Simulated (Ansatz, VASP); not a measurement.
Te7Se: VASP beside Ansatz

```
Te Se
1.0
     0.00000    4.78079    4.78079
     4.78079    0.00000    4.78079
     4.78079    4.78079    0.00000
Te Se
7 1
Direct
  0.50000 0.00000 0.00000
  0.00000 0.50000 0.50000
  0.00000 0.50000 0.00000
  0.50000 0.00000 0.50000
  0.00000 0.00000 0.50000
  0.50000 0.50000 0.00000
  0.50000 0.50000 0.50000
  0.00000 0.00000 0.00000
```

Change from the starting cell: species swapped into the CePd7 type (Fm-3m, No. 225).

Alike in both runs: task relaxation of cell and atoms; functional PBE; k mesh 8 × 8 × 8; occupations gaussian, width 0.1 eV; no spin polarisation.

|  | VASP | Ansatz |
| --- | --- | --- |
| version | VASP 6.6.1 | Ansatz 0.2.0 |
| potentials or method | VASP PAW PBE potentials, release 64 (Te, Se), cutoff 600 eV | scalar-relativistic, plane waves, PAW |
| valence electrons in the cell | 48 | 128 |

Ansatz gave:

```
gap on the k mesh at the Fermi level, each at its own relaxed structure (eV) : none
relaxed volume (Å³/atom)                                                     : 27.26
relaxed cell length with the largest relative difference (Å)                 : 6.756
```

Q: Estimate VASP's values.

A: gap on the k mesh at the Fermi level, each at its own relaxed structure (eV): none; relaxed volume (Å³/atom): 27.21; relaxed cell length with the largest relative difference (Å): 6.752.

A gap of «none» marks a metal or a gap that the smearing closes. VASP's potentials hold 48 valence electrons a cell and Ansatz's 128, so a difference there can come from the potentials and not from the codes.

Neither program's run includes spin-orbit coupling.
